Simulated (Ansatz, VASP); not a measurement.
**Two plane-wave programs on HBr**

File POSCAR:

```
HBr
1.0
    0.0000000000      2.8200000000      3.0315000000
    2.7775000000      0.0000000000      3.0315000000
    2.7775000000      2.8200000000      0.0000000000
H Br
1 1
Direct
    0.0000000000      0.0000000000      0.0000000000
    0.5000000000      0.5000000000      0.5000000000
```

The input INCAR.step1:

```
PREC = Accurate ; ENCUT = 520
ISMEAR = 0 ; SIGMA = 0.15
LREAL = False ; LASPH = True
NELM = 100 ; NBANDS = 11
GGA = PE ; ALGO = Normal
EDIFF = 1E-4 ; LWAVE = True
LCHARG = False
```

The input INCAR.step2:

```
PREC = Accurate ; ENCUT = 520
EDIFF = 1E-7 ; ISMEAR = 0
SIGMA = 0.15 ; LREAL = False
LASPH = True ; NELM = 100
ALGO = Normal ; ISIF = 2
LWAVE = False ; LCHARG = False
METAGGA = R2SCAN ; LMIXTAU = True
NBANDS = 11 ; ISTART = 1
```

KPOINTS

```
Automatic mesh
0
Gamma
  14 14 14
```

Input for Ansatz:

```yaml
crystal:
  lattice:
    - [0.0, 2.82, 3.0315]
    - [2.7775, 0.0, 3.0315]
    - [2.7775, 2.82, 0.0]
  atoms:
    - { symbol: H, position: [0.0, 0.0, 0.0] }
    - { symbol: Br, position: [0.5, 0.5, 0.5] }
basis:
  ecutwfc: 500
kpoints:
  mp_grid: { grid: [14, 14, 14] }
hamiltonian:
  xc: r2scan
scf:
  occupations: { method: gaussian, width: 0.15 }
output:
  forces: true
  stress: true
  eigenvalues: true
  write_density: true
  write_potential: true
  elf: true
  volumetric_format: npy
```

Alike in both runs: task single point; functional r2SCAN; k mesh 14 × 14 × 14; occupations gaussian, width 0.15 eV; no spin polarisation.

|  | VASP | Ansatz |
| --- | --- | --- |
| version | VASP 6.6.1 | Ansatz 0.2.0 |
| potentials or method | VASP PAW PBE potentials, release 64 (H, Br), cutoff 520 eV | scalar-relativistic, plane waves, PAW |
| valence electrons in the cell | 8 | 8 |

|  | VASP | Ansatz | Ansatz less VASP |
| --- | --- | --- | --- |
| gap on the k mesh at the Fermi level (eV) | none | none | - |
| pressure (GPa) | -8.0 | -8.0 | +0.03 |
| traceless stress, the component that is largest in VASP (GPa) | 3.46 | 3.47 | +0.010 |

VASP's potentials were made for PBE, not for r2SCAN. A gap of «none» marks a metal or a gap that the smearing closes.
